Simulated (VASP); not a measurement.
# As (R-3m) in VASP: settings compared

As is run at these levels: RPBE, PBEsol; tasks: single point.

Program: VASP 6.6.1. These are calculated values, not measurements. Logs are shortened: lines on timing, memory, paths and dates and some standing lists are left out, and cuts for length are marked.

## 1. The cell of the first run

Symmetry: R-3m, No. 166, trigonal system. The conventional cell has a = 3.762 Å, b = 3.762 Å, c = 10.542 Å, α = 90.00°, β = 90.00°, γ = 120.00°. Within 3.3 Å of As (site symmetry 3m) lie 6 As at 2.51 to 3.14 Å.

## 2. Single point, RPBE

INCAR

```
SYSTEM = As
ALGO = Normal
EDIFF = 1E-6
ENCUT = 520
GGA = RP
ISIF = 2
ISMEAR = 0
LASPH = .TRUE.
LCHARG = .FALSE.
LREAL = .FALSE.
LWAVE = .FALSE.
NBANDS = 12
NELM = 80
PREC = Accurate
SIGMA = 0.05
```

KPOINTS

```
k-points
0
G
  9 9 9
  0 0 0
```

POSCAR

```
As
1.0
    1.8807968987      1.0858785957      3.5140619945
   -1.8807968987      1.0858785957      3.5140619945
    0.0000000000     -2.1717571915      3.5140619945
As
2
Direct
    0.2260000000      0.2260000000      0.2260000000
    0.7740000000      0.7740000000      0.7740000000
```

Potentials or basis: VASP PAW PBE potentials, release 64 (As).

On the command line:

```sh
$ cat potpaw_PBE.64/As/POTCAR > POTCAR
$ mpirun -np 1 vasp_std > vasp.out
```

OUTCAR:

```text
SYSTEM = As
   EDIFF = 1E-6
   ENCUT = 520
   GGA = RP
   ISIF = 2
   ISMEAR = 0
   LASPH = .TRUE.
   LREAL = .FALSE.
   NELM = 80
   PREC = Accurate

 ion  position               nearest neighbor table
   1  0.226  0.226  0.226-   2 2.51   2 2.51   2 2.51
   2  0.774  0.774  0.774-   1 2.51   1 2.51   1 2.51

  LATTYP: Found a trigonal (rhomboedric) cell.
 ALAT       =     4.1310000000
 COS(alpha) =     0.5854247172

  Lattice vectors:

 A1 = (   1.8807968987,   1.0858785957,   3.5140619945)
 A2 = (  -1.8807968987,   1.0858785957,   3.5140619945)
 A3 = (   0.0000000000,  -2.1717571915,   3.5140619945)

Analysis of symmetry for initial positions (statically):
=====================================================================
 Subroutine PRICEL returns:
 Original cell was already a primitive cell.

 Routine SETGRP: Setting up the symmetry group for a
 trigonal (rhombohedral) supercell.

 Subroutine GETGRP returns: Found 12 space group operations
 (whereof 12 operations were pure point group operations)
 out of a pool of 12 trial point group operations.

The static configuration has the point symmetry D_3d.

Analysis of symmetry for dynamics (positions and initial velocities):
=====================================================================
 Subroutine PRICEL returns:
 Original cell was already a primitive cell.

 Routine SETGRP: Setting up the symmetry group for a
 trigonal (rhombohedral) supercell.

 Subroutine GETGRP returns: Found 12 space group operations
 (whereof 12 operations were pure point group operations)
 out of a pool of 12 trial point group operations.

The dynamic configuration has the point symmetry D_3d.

 Subroutine INISYM returns: Found 12 space group operations
 (whereof 12 operations are pure point group operations),
 and found     1 'primitive' translations

----------------------------------------------------------------------------------------

                                     Primitive cell

  volume of cell :      43.0610

  direct lattice vectors                    reciprocal lattice vectors
     1.880796899  1.085878596  3.514061995     0.265844760  0.153485544  0.094856987
    -1.880796899  1.085878596  3.514061995    -0.265844760  0.153485544  0.094856987
     0.000000000 -2.171757191  3.514061995     0.000000000 -0.306971087  0.094856987

  length of vectors
     4.131000000  4.131000000  4.131000000     0.321292852  0.321292852  0.321292852

  position of ions in fractional coordinates (direct lattice)
     0.226000000  0.226000000  0.226000000
     0.774000000  0.774000000  0.774000000

[... 81 lines left out ...]
   NFREE  =      0    steps in history (QN), initial steepest desc. (CG)
   ISIF   =      2    stress and relaxation
   ISYM   =      2    0-nonsym 1-usesym 2-fastsym
   POTIM  = 0.5000    time-step for ionic-motion
   TEBEG  =    0.0;   TEEND  =   0.0 temperature during run
   PSTRESS=    0.0 pullay stress
   NELECT =      10.0000    total number of electrons
   NUPDOWN=      -1.0000    fix difference up-down
   EMIN   =  10.00;   EMAX   =-10.00  energy-range for DOS
   EFERMI =   0.00;   METHOD = LEGACY
   ISMEAR =     0;   SIGMA  =   0.05  broadening in eV -4-tet -1-fermi 0-gaus
   EFERMI_NEDOS =   21; number of points for ismear=-14 and -15
   IALGO  =     38    algorithm
   IMIX   =      4    mixing-type and parameters
     AMIX     =   0.40;   BMIX     =  1.00
     AMIX_MAG =   1.60;   BMIX_MAG =  1.00
  volume/ion in A,a.u.               =      21.53       145.29
  Fermi-wavevector in a.u.,A,eV,Ry     =   1.006268  1.901570 13.776916  1.012575
  Thomas-Fermi vector in A             =   2.138999
   LORBIT       =      0    0 simple, 1 ext, 2 COOP (PROOUT), +10 PAW based schemes
   GGA     = RP    functional components
   LHFCALC =     F    Hartree Fock is set to
   AEXX    =    0.0000 exact exchange contribution
   IVDW    =     0    specifies the selected vdW correction
   LEPSILON=     F    determine dielectric tensor
   LRPA    =     F    only Hartree local field effects (RPA)
 non-spin polarized calculation
 Gauss-broadening in eV      SIGMA  =   0.05
  energy-cutoff  :      520.00
  volume of cell :       43.06
 maximum number of plane-waves:      1171
   NGX = 15   NGY = 15   NGZ = 15

 number of electron      10.0000000 magnetization

 Free energy of the ion-electron system (eV)
  ---------------------------------------------------
  ext. energy  EPLUGINS =         0.00000000
  ---------------------------------------------------
  free energy    TOTEN  =        -8.56705742 eV

  energy without entropy =       -8.56677531  energy(sigma->0) =       -8.56691637

 E-fermi :   5.5892     XC(G=0):  -9.8861

 val. band max:        5.5461722720   @ k =   0.3333   0.2222   0.2222
 cond. band min:       5.6269964770   @ k =   0.4444   0.3333   0.3333
 fundamental gap:      0.0808242050
 Fermi energy:         5.5891918498

 k-point     1 :       0.0000    0.0000    0.0000
  band No.  band energies     occupation
      1      -9.4904      2.00000
      2      -0.1704      2.00000
      3       3.0884      2.00000
      4       3.5101      2.00000
      5       3.5101      2.00000
      6       7.1561      0.00000
      7       8.4680      0.00000
      8       8.4680      0.00000
      9      12.4467      0.00000
     10      12.4467      0.00000
     11      12.9916      0.00000
     12      14.3236      0.00000
[... 331 lines left out ...]
 k-point    24 :       0.4444    0.4444   -0.0000
  band No.  band energies     occupation
      1      -6.9047      2.00000
      2      -3.9912      2.00000
      3      -0.2504      2.00000
      4       1.4526      2.00000
      5       1.4771      2.00000
      6       7.0526      0.00000
      7      10.9743      0.00000
      8      12.3710      0.00000
      9      12.4706      0.00000
     10      16.0017      0.00000
     11      17.0671      0.00000
     12      18.4118      0.00000

 [... further k-points ...]
[... 5 lines left out ...]
  --------------------------------------------------------------------------------------
  -------------------------------------------------------------------------------------
  Total        1.5929507      1.5929507      1.4396625      0.0000000     -0.0000000      0.0000000
  in kB       59.2692024     59.2692024     53.5657794      0.0000000     -0.0000000      0.0000000
  external PRESSURE =      57.3680614 kB  Pullay stress =       0.0000000 kB

 VOLUME and BASIS-vectors are now :
 -----------------------------------------------------------------------------
  energy-cutoff  :      520.00
  volume of cell :       43.06
      direct lattice vectors                 reciprocal lattice vectors
     1.880796899  1.085878596  3.514061995     0.265844760  0.153485544  0.094856987
    -1.880796899  1.085878596  3.514061995    -0.265844760  0.153485544  0.094856987
     0.000000000 -2.171757191  3.514061995     0.000000000 -0.306971087  0.094856987

 POSITION                                       TOTAL-FORCE (eV/Angst)
 -----------------------------------------------------------------------------------
      0.00000     -0.00000      2.38253         0.000000     -0.000000      0.517696
      0.00000     -0.00000      8.15965         0.000000      0.000000     -0.517696
 -----------------------------------------------------------------------------------
    total drift:                               -0.000000     -0.000000      0.000000

  FREE ENERGIE OF THE ION-ELECTRON SYSTEM (eV)
  ---------------------------------------------------
  free  energy   TOTEN  =        -8.5670574218 eV

  energy  without entropy=       -8.5667753103  energy(sigma->0) =       -8.56691637
```

stdout:

```text
POSCAR found type information on POSCAR As
 POSCAR found :  1 types and       2 ions
 scaLAPACK will be used
 -----------------------------------------------------------------------------
|                                                                             |
|                                                                             |
|     You enforced a specific xc type in the INCAR file but a different       |
|     I HOPE YOU KNOW WHAT YOU ARE DOING!                                     |
|                                                                             |
 -----------------------------------------------------------------------------

 LDA part: xc-table for (Slater+PW92), standard interpolation
 POSCAR, INCAR and KPOINTS ok, starting setup
 FFT: planning ... GRIDC
 FFT: planning ... GRID_SOFT
 FFT: planning ... GRID
 WAVECAR not read
 entering main loop
```

Wall time 26 s (1 thread of AMD EPYC 7R43 (Zen 3), shared host); peak memory 0.15 GiB.

What came out:

- Free energy: -8.5671 eV
- Pressure: 5.7 GPa
- Largest force: 0.518 eV/Å
- Band gap on the k mesh: zero (band 5 reaches 5.63 eV, above the bottom of band 6 at 5.52 eV)

Forces in eV/Å, atoms in the order of the input:
```
As   0.000  0.000  0.518
As   0.000  0.000 -0.518
```

Stress tensor (GPa, compression positive):
```
5.93 0.00 0.00
0.00 5.93 0.00
0.00 0.00 5.36
```

Caveat: the PAW data sets were made with another functional, which shifts forces and pressure a little.

## 3. Single point, PBEsol

INCAR

```
SYSTEM = As
PREC = Accurate ; ENCUT = 520
EDIFF = 1E-7 ; ISMEAR = 0
SIGMA = 0.02 ; LREAL = .False.
LASPH = .True. ; NELM = 80
ALGO = Normal ; ISIF = 2
LWAVE = .False. ; LCHARG = .False.
GGA = PS ; NBANDS = 12
```

KPOINTS

```
Automatic mesh
0
Gamma
  9 9 9
  0 0 0
```

POSCAR is that of step 2.

Potentials or basis: VASP PAW PBE potentials, release 64 (As).

On the command line:

```sh
$ cat potpaw_PBE.64/As/POTCAR > POTCAR
$ mpirun -np 1 vasp_std > vasp.out
```

It took 26 s on 1 thread of AMD EPYC 7R43 (Zen 3), shared host; peak memory 0.15 GiB.

The run converged. Its results:

| Item | Value |
| --- | --- |
| Free energy | -10.2039 eV |
| Pressure | 0.7 GPa |
| Largest force | 0.443 eV/Å |
| Band gap on the k mesh | zero (band 5 reaches 5.33 eV, above the bottom of band 6 at 5.23 eV) |

Forces in eV/Å, atoms in the order of the input:
```
As   0.000  0.000  0.443
As   0.000  0.000 -0.443
```

Stress tensor (GPa, compression positive):
```
0.95 0.00 0.00
0.00 0.95 0.00
0.00 0.00 0.25
```

Levels at points of the mesh, in eV from the Fermi level:
| k point | band 2 | band 3 | band 4 | band 5 | band 6 | band 7 | band 8 | band 9 |
| --- | --- | --- | --- | --- | --- | --- | --- | --- |
| (0.00, 0.00, 0.00) | -5.75 | -2.45 | -2.00 | -2.00 | 1.59 | 2.92 | 2.92 | 6.86 |

Caveat: the PAW data sets were made with another functional, which shifts forces and pressure a little.
